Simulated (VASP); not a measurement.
Write the native input for VASP 6.6.1 that does the following.

- Task: single point
- Functional: PBE
- Dispersion: D3(BJ)
- Potentials or basis: VASP PAW PBE potentials, release 64 (Al, Ga_d)
- Cutoff: 520 eV
- k mesh: 3 × 3 × 3
- Occupations: gaussian, width 0.05 eV
- Spin: no spin polarisation
- Dipole correction: no
- Further INCAR settings: LREAL = Auto; ALGO = Normal; EDIFF = 1e-06; NBANDS = 72

The structure of Al30Ga (a cell with a defect) lies in POSCAR:

```
Al30Ga
1.0
    8.1000000000      0.0000000000      0.0000000000
    0.0000000000      8.1000000000      0.0000000000
    0.0000000000      0.0000000000      8.1000000000
Al Ga
30 1
Direct
    0.4997298765      0.0008381481      0.0002976543
    0.7463334568      0.2486237037      0.0036138272
    0.7459095062      0.0042460494      0.2482396296
   -0.0003002469      0.0000119753     -0.0005854321
    0.2530462963      0.2486508642      0.0036128395
    0.4997014815      0.4976470370      0.0029213580
    0.7510696296      0.7510322222     -0.0019234568
    0.2534508642      0.0042109877      0.2482287654
    0.7643454321      0.5079776543      0.2451391358
    0.4997150617      0.0035941975      0.4971733333
    0.7630030864      0.2457870370      0.5070883951
    0.7512407407     -0.0014814815      0.7505348148
   -0.0003456790      0.5009098765     -0.0071580247
    0.2482939506      0.7510679012     -0.0019476543
   -0.0003153086      0.2490962963      0.2486971605
    0.2351046914      0.5079680247      0.2451132099
    0.4997024691      0.7477398765      0.2514002469
   -0.0002958025     -0.0059935802      0.5004541975
    0.2363706173      0.2457725926      0.5071004938
    0.7467419753      0.7470979012      0.5003882716
    0.2481287654     -0.0014733333      0.7505360494
    0.4997111111      0.2516732099      0.7474975309
    0.7462923457      0.5008192593      0.7465944444
   -0.0003430864      0.7597302469      0.2484734568
   -0.0003148148      0.5017974074      0.5015650617
    0.2526334568      0.7471077778      0.5003658025
   -0.0002990123      0.2489622222      0.7584371605
    0.2530597531      0.5008177778      0.7466124691
    0.4997291358      0.7487219753      0.7479519753
   -0.0002983951      0.7493204938      0.7489455556
    0.4996164198      0.3359249383      0.3331761728
```

One way to write it, as run:

INCAR

```
PREC = Accurate
ENCUT = 520
EDIFF = 1E-6
ISMEAR = 0
SIGMA = 0.05
LREAL = Auto
LASPH = True
NELM = 100
ALGO = Normal
ISIF = 2
LWAVE = False
LCHARG = False
GGA = PE
IVDW = 12
NBANDS = 72
```

KPOINTS

```
Automatic mesh
0
Gamma
  3 3 3
```

Potentials or basis: VASP PAW PBE potentials, release 64 (Al, Ga_d).

Run with:

```sh
$ cat potpaw_PBE.64/Al/POTCAR potpaw_PBE.64/Ga_d/POTCAR > POTCAR
$ mpirun -np 1 vasp_std > vasp.out
```

It gave:

```
Pressure                   : -3.8 GPa
Largest force              : 0.432 eV/Å
Band gap on the k mesh     : zero (an odd number of electrons rules out a gap without spin polarisation)
Dispersion energy per atom : -0.324 eV
```

It took 16 min on 1 thread of Intel Xeon 8259CL, with other jobs on the host, peak memory 0.67 GiB.
